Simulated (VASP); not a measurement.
Wanted: the native input for a VASP 6.6.1 run.

```
Task                   : relaxation of cell and atoms
Functional             : PBE
Potentials or basis    : VASP PAW PBE potentials, release 64 (Sc_sv, Sb, P)
Cutoff                 : 600 eV
k mesh                 : 6 × 6 × 4
Occupations            : gaussian, width 0.1 eV
Spin                   : no spin polarisation
Dipole correction      : no
Further INCAR settings : ALGO = Normal; EDIFF = 1e-06; IBRION = 2; EDIFFG = -0.04; NSW = 90; ISIF = 3
```

The structure of Sc2SbP3 lies in POSCAR:

```
Sc2SbP3
1.0
    4.4060297114      0.0000000000      0.0000000000
   -2.2030148557      3.8157336599      0.0000000000
    0.0000000000      0.0000000000      6.9925620028
Sc Sb P
2 1 3
Direct
    0.3333333333      0.6666666667      0.2833558394
    0.3333333333      0.6666666667      0.7166441606
    0.6666666667      0.3333333333      0.0000000000
    0.6666666667      0.3333333333      0.5000000000
    0.0000000000      0.0000000000      0.0000000000
    0.0000000000      0.0000000000      0.5000000000
```

The cell was generated, and may not be a known phase.

These files were run (other wordings do the same):

INCAR

```
ALGO     = Normal         # electronic algorithm
EDIFF    = 1E-6           # SCF threshold, eV
EDIFFG   = -0.04          # ionic threshold
ENCUT    = 600            # plane-wave cutoff, eV
GGA      = PE             # functional
IBRION   = 2              # ionic algorithm
ISIF     = 3              # what is computed and relaxed
ISMEAR   = 0              # smearing method
LASPH    = True           # aspherical terms in the spheres
LCHARG   = False          # write CHGCAR
LREAL    = False          # projectors in reciprocal space
LWAVE    = False          # write WAVECAR
NELM     = 100            # most SCF steps
NSW      = 90             # ionic steps
PREC     = Accurate       # precision mode
SIGMA    = 0.1            # smearing width, eV
```

KPOINTS

```
k-points
0
Gamma
  6 6 4
```

Potentials or basis: VASP PAW PBE potentials, release 64 (Sc_sv, Sb, P).

The run is started by

```bash
$ cat potpaw_PBE.64/Sc_sv/POTCAR potpaw_PBE.64/Sb/POTCAR potpaw_PBE.64/P/POTCAR > POTCAR
$ mpirun -np 1 vasp_std > vasp.out
```

Results of the run:

* Relaxed volume: 19.58 Å³/atom
* Relaxed cell: a = 4.395 Å, b = 4.395 Å, c = 7.023 Å, α = 90.00°, β = 90.00°, γ = 120.00°
* Space group after relaxing (to 0.1 Å): P-6m2 (No. 187)
* Energy gained by relaxing: 0.4 meV/atom
* Ionic steps: 2
* Pressure after relaxing: 0.2 GPa
* Largest force after relaxing: 0.010 eV/Å
* Band gap on the k mesh: zero (bands 21 and 22 overlap by 1.60 eV)

Caveat: spin-orbit coupling is left out, which moves the levels of the heavy elements.

Run time: 71 s on 1 thread of Intel(R) Xeon(R) 6975P-C (Granite Rapids), with other jobs on the host, peak memory 0.3 GiB.
